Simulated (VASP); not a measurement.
The system is VO2.

```
V O
1.0
     4.41519    0.00000    0.00000
     0.00000    4.41519    0.00000
     0.00000    0.00000    2.98230
V O
2 4
Direct
  0.50000 0.50000 0.50000
  0.00000 0.00000 0.00000
  0.20036 0.79964 0.50000
  0.79964 0.20036 0.50000
  0.70036 0.70036 0.00000
  0.29964 0.29964 0.00000
```

Base run:

| Quantity | Value |
| --- | --- |
| Program | VASP 6.6.1 |
| Functional | PBE exchange alone |
| Potentials or basis | VASP PAW PBE potentials, release 64 (V_sv, O) |
| Cutoff | 600 eV |
| k mesh | 6 × 6 × 9 |
| Occupations | fermi-dirac, width 0.05 eV |
| Spin | collinear spin, ferromagnetic start |
| Starting moments | [2.0, 2.0, 0.0, 0.0, 0.0, 0.0] μB |

Its results: band gap on the k mesh zero (filled and empty bands overlap); pressure 29.0 GPa; net moment 2.00 μB per cell; site moments V +1.11; O -0.08 μB; largest force 0.134 eV/Å.

Task: The run is repeated on the same cell with these changes: functional from PBE exchange alone to LDA; potentials or basis from VASP PAW PBE potentials, release 64 (V_sv, O) to VASP PAW LDA potentials, release 64 (V_sv, O). What comes out?

Result: Band gap on the k mesh zero (filled and empty bands overlap); pressure -9.0 GPa; net moment 2.00 μB per cell; site moments V +1.00; O -0.04 μB; largest force 0.301 eV/Å.

Caveats: semilocal functionals often make such compounds metallic where correlation or magnetic order opens a gap, which also shifts bond lengths; the stress differs along the axes, from 18 to 34 GPa (at least some runs); the stress differs along the axes, from -24 to -2 GPa (at least some runs).
